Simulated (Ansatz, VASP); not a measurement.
**One calculation of Al, two programs**

INCAR

```
  PREC = Accurate
  ENCUT = 500
  EDIFF = 1E-6
  ISMEAR = 0
  SIGMA = 0.1
  LREAL = F
  LASPH = T
  NELM = 120
  ALGO = Normal
  ISIF = 2
  LWAVE = F
  LCHARG = F
  NBANDS = 8
  GGA_COMPAT = F
```

The input KPOINTS:

```
Automatic mesh
0
Gamma
  8 8 8
```

File POSCAR:

```
Al
1.0
   -1.6070005753      1.6070005753      1.6070005753
    1.6070005753     -1.6070005753      1.6070005753
    1.6070005753      1.6070005753     -1.6070005753
Al
1
Direct
    0.0000000000      0.0000000000      0.0000000000
```

Input for Ansatz:

```yaml
crystal:
  lattice:
    - [-1.6070005753, 1.6070005753, 1.6070005753]
    - [1.6070005753, -1.6070005753, 1.6070005753]
    - [1.6070005753, 1.6070005753, -1.6070005753]
  atoms:
    - { symbol: Al, position: [0.0, 0.0, 0.0] }
basis:
  ecutwfc: 420
kpoints:
  mp_grid: { grid: [8, 8, 8] }
hamiltonian:
  xc: lda
scf:
  occupations: { method: gaussian, width: 0.1 }
output:
  forces: true
  stress: true
  eigenvalues: true
```

Alike in both runs: task single point; functional LDA; k mesh 8 × 8 × 8; occupations gaussian, width 0.1 eV; no spin polarisation.

```csv
,VASP,Ansatz
version,VASP 6.6.1,Ansatz 0.2.0
potentials or method,"VASP PAW LDA potentials, release 64 (Al), cutoff 500 eV","scalar-relativistic, plane waves, PAW"
valence electrons in the cell,3,3
```

Ansatz gave:

| Quantity | Value |
| --- | --- |
| gap on the k mesh at the Fermi level (eV) | none |
| pressure (GPa) | -1.2 |

**Question.** What did VASP give for the same quantities?

**Answer.** gap on the k mesh at the Fermi level (eV): none; pressure (GPa): -1.1.

LDA's correlation is that of Perdew and Zunger in VASP and of Perdew and Wang (1992) in Ansatz. A gap of «none» marks a metal or a gap that the smearing closes.
